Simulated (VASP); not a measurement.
# MgO (Fm-3m) in VASP: a series of runs

Runs on MgO. Level: PBE. Tasks: single point, relaxation of cell and atoms.

All numbers are computed with VASP 6.6.1; they aren't measurements. Logs are shortened: lines on timing, memory, paths and dates and some standing lists are left out, and cuts for length are marked.

## Step 1: The cell of the first run

The structure is cubic, space group Fm-3m (No. 225). Conventional cell: a = 4.225 Å, b = 4.225 Å, c = 4.225 Å, α = 90.00°, β = 90.00°, γ = 90.00°. Within 2.8 Å of Mg (site symmetry m-3m) lie 6 O at 2.11 Å. Within 2.8 Å of O (site symmetry m-3m) lie 6 Mg at 2.11 Å.

## Step 2: Single point, PBE

INCAR

```
SYSTEM = MgO
PREC     = Accurate       ! precision mode
ENCUT    = 840            ! plane-wave cutoff, eV
EDIFF    = 1E-6           ! SCF threshold, eV
ISMEAR   = 0              ! smearing method
SIGMA    = 0.01           ! smearing width, eV
LREAL    = .False.        ! projectors in reciprocal space
LASPH    = .True.         ! aspherical terms in the spheres
NELM     = 120            ! most SCF steps
ALGO     = Normal         ! electronic algorithm
ISIF     = 2              ! what is computed and relaxed
LWAVE    = .False.        ! write WAVECAR
LCHARG   = .False.        ! write CHGCAR
GGA      = PE             ! functional
NBANDS   = 15             ! bands
GGA_COMPAT= .False.
```

KPOINTS

```
regular mesh
0
Gamma
  10 10 10
  0 0 0
```

POSCAR

```
MgO
1.0
    0.0000000000      2.1126478249      2.1126478249
    2.1126478249      0.0000000000      2.1126478249
    2.1126478249      2.1126478249      0.0000000000
Mg O
1 1
Direct
    0.0000000000      0.0000000000      0.0000000000
    0.5000000000      0.5000000000      0.5000000000
```

Potentials or basis: VASP PAW PBE potentials, release 64 (Mg_sv, O).

On the command line:

```bash
$ cat potpaw_PBE.64/Mg_sv/POTCAR potpaw_PBE.64/O/POTCAR > POTCAR
$ mpirun -np 1 vasp_std > vasp.out
```

OUTCAR:

```text
SYSTEM = MgO
   PREC = Accurate
   ENCUT = 840
   EDIFF = 1E-6
   ISMEAR = 0
   LREAL = .False.
   LASPH = .True.
   NELM = 120
   ISIF = 2
   GGA = PE

 ion  position               nearest neighbor table
   1  0.000  0.000  0.000-   2 2.11   2 2.11   2 2.11   2 2.11   2 2.11   2 2.11
   2  0.500  0.500  0.500-   1 2.11   1 2.11   1 2.11   1 2.11   1 2.11   1 2.11

  LATTYP: Found a face centered cubic cell.
 ALAT       =     4.2252956498

  Lattice vectors:

 A1 = (   0.0000000000,   2.1126478249,   2.1126478249)
 A2 = (   2.1126478249,   0.0000000000,   2.1126478249)
 A3 = (   2.1126478249,   2.1126478249,   0.0000000000)

Analysis of symmetry for initial positions (statically):
=====================================================================
 Subroutine PRICEL returns:
 Original cell was already a primitive cell.

 Routine SETGRP: Setting up the symmetry group for a
 face centered cubic supercell.

 Subroutine GETGRP returns: Found 48 space group operations
 (whereof 48 operations were pure point group operations)
 out of a pool of 48 trial point group operations.

The static configuration has the point symmetry O_h .

Analysis of symmetry for dynamics (positions and initial velocities):
=====================================================================
 Subroutine PRICEL returns:
 Original cell was already a primitive cell.

 Routine SETGRP: Setting up the symmetry group for a
 face centered cubic supercell.

 Subroutine GETGRP returns: Found 48 space group operations
 (whereof 48 operations were pure point group operations)
 out of a pool of 48 trial point group operations.

The dynamic configuration has the point symmetry O_h .

 Subroutine INISYM returns: Found 48 space group operations
 (whereof 48 operations are pure point group operations),
 and found     1 'primitive' translations

----------------------------------------------------------------------------------------

                                     Primitive cell

  volume of cell :      18.8587

  direct lattice vectors                    reciprocal lattice vectors
     0.000000000  2.112647825  2.112647825    -0.236669829  0.236669829  0.236669829
     2.112647825  0.000000000  2.112647825     0.236669829 -0.236669829  0.236669829
     2.112647825  2.112647825  0.000000000     0.236669829  0.236669829 -0.236669829

  length of vectors
     2.987735206  2.987735206  2.987735206     0.409924169  0.409924169  0.409924169

  position of ions in fractional coordinates (direct lattice)
     0.000000000  0.000000000  0.000000000
     0.500000000  0.500000000  0.500000000

  ion indices of the primitive-cell ions
   primitive index   ion index
                 1           1
                 2           2

----------------------------------------------------------------------------------------
[... 87 lines left out ...]
   IALGO  =     38    algorithm
   IMIX   =      4    mixing-type and parameters
     AMIX     =   0.40;   BMIX     =  1.00
     AMIX_MAG =   1.60;   BMIX_MAG =  1.00
  volume/ion in A,a.u.               =       9.43        63.63
  Fermi-wavevector in a.u.,A,eV,Ry     =   1.549807  2.928711 32.679872  2.401903
  Thomas-Fermi vector in A             =   2.654561
   LORBIT       =      0    0 simple, 1 ext, 2 COOP (PROOUT), +10 PAW based schemes
   GGA     = PE    functional components
   LHFCALC =     F    Hartree Fock is set to
   AEXX    =    0.0000 exact exchange contribution
   IVDW    =     0    specifies the selected vdW correction
   LEPSILON=     F    determine dielectric tensor
   LRPA    =     F    only Hartree local field effects (RPA)
 non-spin polarized calculation
 Gauss-broadening in eV      SIGMA  =   0.01
  energy-cutoff  :      840.00
  volume of cell :       18.86
 maximum number of plane-waves:      1056
   NGX = 15   NGY = 15   NGZ = 15

 number of electron      15.9999996 magnetization

 Free energy of the ion-electron system (eV)
  ---------------------------------------------------
  ext. energy  EPLUGINS =         0.00000000
  ---------------------------------------------------
  free energy    TOTEN  =       -11.87971210 eV

  energy without entropy =      -11.87971210  energy(sigma->0) =      -11.87971210

 E-fermi :   2.9377     XC(G=0): -11.3438

 val. band max:        2.8481052652   @ k =   0.0000   0.0000   0.0000
 cond. band min:       7.4971086315   @ k =   0.0000   0.0000   0.0000
 fundamental gap:      4.6490033663
 Fermi energy:         2.9376699609

 k-point     1 :       0.0000    0.0000    0.0000
  band No.  band energies     occupation
      1     -69.4526      2.00000
      2     -36.1785      2.00000
      3     -36.1785      2.00000
      4     -36.1785      2.00000
      5     -14.3528      2.00000
      6       2.8481      2.00000
      7       2.8481      2.00000
      8       2.8481      2.00000
      9       7.4971      0.00000
     10      18.6006      0.00000
     11      18.6006      0.00000
     12      18.6006      0.00000
     13      22.4887      0.00000
     14      24.2591      0.00000
[... 401 lines left out ...]
      2     -36.2372      2.00000
      3     -36.2021      2.00000
      4     -36.1997      2.00000
      5     -13.1334      2.00000
      6      -0.6807      2.00000
      7       1.5656      2.00000
      8       1.7809      2.00000
      9      12.3460      0.00000
     10      13.0020      0.00000
     11      16.3724      0.00000
     12      20.9216      0.00000
     13      21.1251      0.00000
     14      27.6262      0.00000
     15      29.6575      0.00000

 [... further k-points ...]

------------------------ aborting loop because EDIFF is reached ----------------------------------------

  FORCE on cell =-STRESS in cart. coord.  units (eV):
  Direction    XX          YY          ZZ          XY          YZ          ZX
  --------------------------------------------------------------------------------------
  -------------------------------------------------------------------------------------
  Total        0.3776868      0.3776868      0.3776868      0.0000000      0.0000000      0.0000000
  in kB       32.0871414     32.0871414     32.0871414      0.0000000      0.0000000      0.0000000
  external PRESSURE =      32.0871414 kB  Pullay stress =       0.0000000 kB

 VOLUME and BASIS-vectors are now :
 -----------------------------------------------------------------------------
  energy-cutoff  :      840.00
  volume of cell :       18.86
      direct lattice vectors                 reciprocal lattice vectors
     0.000000000  2.112647825  2.112647825    -0.236669829  0.236669829  0.236669829
     2.112647825  0.000000000  2.112647825     0.236669829 -0.236669829  0.236669829
     2.112647825  2.112647825  0.000000000     0.236669829  0.236669829 -0.236669829

 POSITION                                       TOTAL-FORCE (eV/Angst)
 -----------------------------------------------------------------------------------
      0.00000      0.00000      0.00000         0.000000     -0.000000      0.000000
      2.11265      2.11265      2.11265        -0.000000      0.000000     -0.000000
 -----------------------------------------------------------------------------------
    total drift:                                0.000000      0.000000      0.000000

  FREE ENERGIE OF THE ION-ELECTRON SYSTEM (eV)
  ---------------------------------------------------
  free  energy   TOTEN  =       -11.8797120960 eV

  energy  without entropy=      -11.8797120960  energy(sigma->0) =      -11.87971210
```

OSZICAR:

```text
N       E                     dE             d eps       ncg     rms          rms(c)
DAV:   1     0.160571001692E+03    0.16057E+03   -0.13544E+04  1410   0.176E+03
DAV:   2    -0.773555359426E+01   -0.16831E+03   -0.15952E+03  1676   0.439E+02
DAV:   3    -0.133894746344E+02   -0.56539E+01   -0.56275E+01  1818   0.770E+01
DAV:   4    -0.134800554247E+02   -0.90581E-01   -0.90570E-01  1606   0.962E+00
DAV:   5    -0.134818411691E+02   -0.17857E-02   -0.17857E-02  1816   0.113E+00    0.861E+00
DAV:   6    -0.119033684273E+02    0.15785E+01   -0.25890E+00  1515   0.148E+01    0.284E+00
DAV:   7    -0.118907097016E+02    0.12659E-01   -0.13563E-01  1655   0.342E+00    0.173E+00
DAV:   8    -0.118807157221E+02    0.99940E-02   -0.38752E-02  1725   0.225E+00    0.342E-01
DAV:   9    -0.118795217503E+02    0.11940E-02   -0.37256E-03  1585   0.561E-01    0.999E-02
DAV:  10    -0.118797220343E+02   -0.20028E-03   -0.28730E-04  1697   0.184E-01    0.491E-02
DAV:  11    -0.118797119549E+02    0.10079E-04   -0.26304E-05  1753   0.510E-02    0.611E-03
DAV:  12    -0.118797120960E+02   -0.14105E-06   -0.58724E-07  1300   0.108E-02
   1 F= -.11879712E+02 E0= -.11879712E+02  d E =-.245519E-39
```

Run time: 18 s. Hardware: 1 thread of Intel Xeon Platinum 8259CL at 2.50GHz (Skylake/Cascade Lake), shared host; peak memory 0.17 GiB.

What came out:

| Quantity | Value |
| --- | --- |
| Free energy | -11.8797 eV |
| Pressure | 3.2 GPa |
| Band gap on the k mesh | 4.65 eV |

Caveat: the cell stands under pressure. Expect the measured gap to be larger: semilocal functionals such as PBE lack the derivative discontinuity.

## Step 3: Single point, PBE

This run uses another cell than the first one, of 8.80 Å³/atom.

INCAR

```
SYSTEM = MgO
PREC = Accurate ; ENCUT = 600
EDIFF = 1E-6 ; ISMEAR = 0
SIGMA = 0.01 ; LREAL = .FALSE.
LASPH = .TRUE. ; NELM = 120
ALGO = Normal ; ISIF = 2
LWAVE = .FALSE. ; LCHARG = .TRUE.
GGA = PE ; LELF = .TRUE.
LVHAR = .TRUE. ; NBANDS = 11
GGA_COMPAT = .FALSE.
```

KPOINTS

```
regular mesh
0
G
  10 10 10
  0 0 0
```

POSCAR

```
MgO
1.0
    0.0000000000      2.0645194971      2.0645194971
    2.0645194971      0.0000000000      2.0645194971
    2.0645194971      2.0645194971      0.0000000000
Mg O
1 1
Direct
    0.0000000000      0.0000000000      0.0000000000
    0.5000000000      0.5000000000      0.5000000000
```

Potentials or basis: VASP PAW PBE potentials, release 64 (Mg, O).

On the command line:

```bash
$ cat potpaw_PBE.64/Mg/POTCAR potpaw_PBE.64/O/POTCAR > POTCAR
$ mpirun -np 1 vasp_std > vasp.out
```

Run time: 9.2 s. Hardware: 1 thread of Intel Xeon 8259CL, shared host; peak memory 0.14 GiB.

The run converged. Its results:

```yaml
Free_energy: -11.8446 eV
Pressure: 15.0 GPa
Band_gap_on_the_k_mesh: 5.33 eV
```

Levels at points of the mesh, in eV from the valence-band top:
| k point | band 1 | band 2 | band 3 | band 4 | band 5 | band 6 | band 7 | band 8 | band 9 |
| --- | --- | --- | --- | --- | --- | --- | --- | --- | --- |
| (0.00, 0.00, 0.00) | -17.58 | 0.00 | 0.00 | 0.00 | 5.33 | 16.14 | 16.14 | 16.14 | 20.22 |
| (0.50, 0.00, 0.00) | -16.14 | -4.88 | -0.72 | -0.72 | 8.29 | 13.30 | 16.94 | 16.94 | 21.82 |
| (0.50, 0.50, 0.00) | -15.86 | -4.33 | -1.43 | -1.43 | 9.19 | 10.64 | 13.75 | 19.91 | 19.91 |

Caveat: the cell stands under pressure.

(Continued in part 2 of 2.)
